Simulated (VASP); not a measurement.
# CdS (Hawleyite) (F-43m) in VASP: settings compared, part 2 of 2

VASP 6.6.1. Earlier steps stand in the parts before.

## 3. Single point, BLYP+D4

File INCAR:

```
SYSTEM = CdS
PREC = Accurate ; ENCUT = 520
EDIFF = 1E-6 ; ISMEAR = -1
SIGMA = 0.05 ; LREAL = .False.
LASPH = .True. ; NELM = 100
ALGO = Normal ; ISIF = 2
LWAVE = .False. ; LCHARG = .False.
GGA = B5 ; ALDAX = 1.0
AGGAX = 1.0 ; AGGAC = 1.0
ALDAC = 0.0 ; IVDW = 13
VDW_S6 = 1.0 ; VDW_S8 = 2.34076671
VDW_A1 = 0.44488865 ; VDW_A2 = 4.0933009
NBANDS = 16
```

File KPOINTS:

```
regular mesh
0
Gamma
  8 8 8
  0 0 0
```

File POSCAR:

```
CdS
1.0
    0.0000000000      2.8770830059      2.8770830059
    2.8770830059      0.0000000000      2.8770830059
    2.8770830059      2.8770830059      0.0000000000
Cd S
1 1
Direct
    0.0000000000      0.0000000000      0.0000000000
    0.7500000000      0.7500000000      0.7500000000
```

Potentials or basis: VASP PAW PBE potentials, release 64 (Cd, S).

Launch:

```
cat potpaw_PBE.64/Cd/POTCAR potpaw_PBE.64/S/POTCAR > POTCAR
mpirun -np 1 vasp_std > vasp.out
```

OUTCAR:

```text
SYSTEM = CdS
   PREC = Accurate
   ENCUT = 520
   EDIFF = 1E-6
   ISMEAR = -1
   LREAL = .False.
   LASPH = .True.
   NELM = 100
   ISIF = 2
   GGA = B5
   IVDW = 13

 ion  position               nearest neighbor table
   1  0.000  0.000  0.000-   2 2.49   2 2.49   2 2.49   2 2.49
   2  0.750  0.750  0.750-   1 2.49   1 2.49   1 2.49   1 2.49

  LATTYP: Found a face centered cubic cell.
 ALAT       =     5.7541660118

  Lattice vectors:

 A1 = (   0.0000000000,   2.8770830059,   2.8770830059)
 A2 = (   2.8770830059,   0.0000000000,   2.8770830059)
 A3 = (   2.8770830059,   2.8770830059,   0.0000000000)

Analysis of symmetry for initial positions (statically):
=====================================================================
 Subroutine PRICEL returns:
 Original cell was already a primitive cell.

 Routine SETGRP: Setting up the symmetry group for a
 face centered cubic supercell.

 Subroutine GETGRP returns: Found 24 space group operations
 (whereof 24 operations were pure point group operations)
 out of a pool of 48 trial point group operations.

The static configuration has the point symmetry T_d .

Analysis of symmetry for dynamics (positions and initial velocities):
=====================================================================
 Subroutine PRICEL returns:
[... 161 lines left out ...]
 Fermi energy:         2.7109134540

 k-point     1 :       0.0000    0.0000    0.0000
  band No.  band energies     occupation
      1     -10.5514      2.00000
      2      -5.8686      2.00000
      3      -5.8686      2.00000
      4      -5.8686      2.00000
      5      -5.3415      2.00000
      6      -5.3415      2.00000
[... 433 lines left out ...]
      3      -5.6465      2.00000
      4      -5.3716      2.00000
      5      -5.3119      2.00000
      6      -4.7985      2.00000
[... 8 lines left out ...]
     15      14.5674      0.00000
     16      15.4257      0.00000

 [... further k-points ...]

------------------------ aborting loop because EDIFF is reached ----------------------------------------

  DFT-D4 for vdW energy calculation

  Edisp (eV):   -1.23221

  FORCE on cell =-STRESS in cart. coord.  units (eV):
  Direction    XX          YY          ZZ          XY          YZ          ZX
  --------------------------------------------------------------------------------------
  -------------------------------------------------------------------------------------
  Total       1.50778     1.50778     1.50778     0.00000    -0.00000     0.00000
  in kB      50.71782    50.71782    50.71782     0.00000    -0.00000     0.00000
  external pressure =       50.72 kB  Pullay stress =        0.00 kB

 VOLUME and BASIS-vectors are now :
 -----------------------------------------------------------------------------
  energy-cutoff  :      520.00
  volume of cell :       47.63
      direct lattice vectors                 reciprocal lattice vectors
     0.000000000  2.877083006  2.877083006    -0.173787131  0.173787131  0.173787131
     2.877083006  0.000000000  2.877083006     0.173787131 -0.173787131  0.173787131
     2.877083006  2.877083006  0.000000000     0.173787131  0.173787131 -0.173787131

 POSITION                                       TOTAL-FORCE (eV/Angst)
 -----------------------------------------------------------------------------------
      0.00000      0.00000      0.00000        -0.000000      0.000000     -0.000000
      4.31562      4.31562      4.31562         0.000000     -0.000000      0.000000
 -----------------------------------------------------------------------------------
    total drift:                               -0.000000     -0.000000     -0.000000

  FREE ENERGIE OF THE ION-ELECTRON SYSTEM (eV)
  ---------------------------------------------------
  free  energy   TOTEN  =        -6.2416017872 eV

  energy  without entropy=       -6.2416017301  energy(sigma->0) =       -6.24160176
```

stdout:

```text
POSCAR found type information on POSCAR CdS
 POSCAR found :  2 types and       2 ions
 scaLAPACK will be used
 -----------------------------------------------------------------------------
|                                                                             |
|                                                                             |
|     You enforced a specific xc type in the INCAR file but a different       |
|     I HOPE YOU KNOW WHAT YOU ARE DOING!                                     |
|                                                                             |
 -----------------------------------------------------------------------------

 LDA part: xc-table for (Slater(with rela. corr.)+VWN5), standard interpolation
 POSCAR, INCAR and KPOINTS ok, starting setup
 FFT: planning ... GRIDC
 FFT: planning ... GRID_SOFT
 FFT: planning ... GRID
 WAVECAR not read
 entering main loop
```

It took 66 s on 1 thread of Intel Xeon 6975P-C, shared host; peak memory 0.17 GiB.

Results:

```
Free energy                : -6.2416 eV
Pressure                   : 5.1 GPa
Band gap on the k mesh     : 1.22 eV, direct
Dispersion energy per atom : -0.616 eV
```

Levels at points of the mesh, in eV from the valence-band top:
| k point | band 6 | band 7 | band 8 | band 9 | band 10 | band 11 | band 12 | band 13 |
| --- | --- | --- | --- | --- | --- | --- | --- | --- |
| (0.00, 0.00, 0.00) | -7.41 | 0.00 | 0.00 | 0.00 | 1.22 | 6.55 | 6.55 | 6.55 |
| (0.50, 0.00, 0.00) | -6.99 | -4.63 | -0.81 | -0.81 | 3.06 | 7.05 | 7.05 | 7.67 |
| (0.50, 0.50, 0.00) | -6.92 | -4.13 | -2.01 | -2.01 | 3.58 | 4.41 | 9.45 | 10.99 |

Caveat: the PAW data sets were made with another functional, which shifts forces and pressure a little. BLYP gaps usually lie below the measured ones, often by a third to a half.
